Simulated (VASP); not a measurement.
**CuO: single point with LDA**

Crystal: CuO.

```xyz
4
Lattice="2.0166 -2.0132 0.1570 2.0166 2.0132 0.1570 -0.3929 0.0000 5.0265" Properties=species:S:1:pos:R:3 pbc="T T T"
Cu    0.8118   -1.0066    2.5918
Cu    1.0083    1.0066    0.0785
O     1.7219    0.0003    3.9269
O     1.9184   -0.0003    1.4136
```

```
Program             : VASP 6.6.1
Task                : single point
Functional          : LDA
Potentials or basis : VASP PAW LDA potentials, release 64 (Cu, O)
Cutoff              : 520 eV
k mesh              : 10 × 10 × 5
Occupations         : fermi-dirac, width 0.05 eV
Spin                : no spin polarisation
```

| Quantity | Value |
| --- | --- |
| Pressure | 1.1 GPa |
| Band gap on the k mesh | zero (bands 17 and 18 overlap by 1.01 eV) |

Stress tensor (GPa, compression positive):
```
 0.85  0.00 -0.04
 0.00  0.90  0.00
-0.04  0.00  1.46
```

Levels at points of the mesh, in eV from the Fermi level:
```csv
k point,band 15,band 16,band 17,band 18,band 19,band 20
"(0.00, 0.00, 0.00)",-2.51,-2.09,0.73,0.74,1.67,6.16
"(0.50, 0.00, 0.00)",-1.72,-1.63,0.26,0.49,3.43,6.10
"(0.50, 0.50, 0.00)",-1.67,-1.28,-1.27,1.24,1.77,7.14
```

Run time: 57 s on 1 thread of Intel(R) Xeon(R) 6975P-C (Granite Rapids), with other jobs on the host, peak memory 0.23 GiB.

Caveat: semilocal functionals often make such compounds metallic where correlation or magnetic order opens a gap, which also shifts bond lengths. With open d or f shells a metallic result of LDA can be an artefact of self-interaction; +U or a hybrid may open a gap.
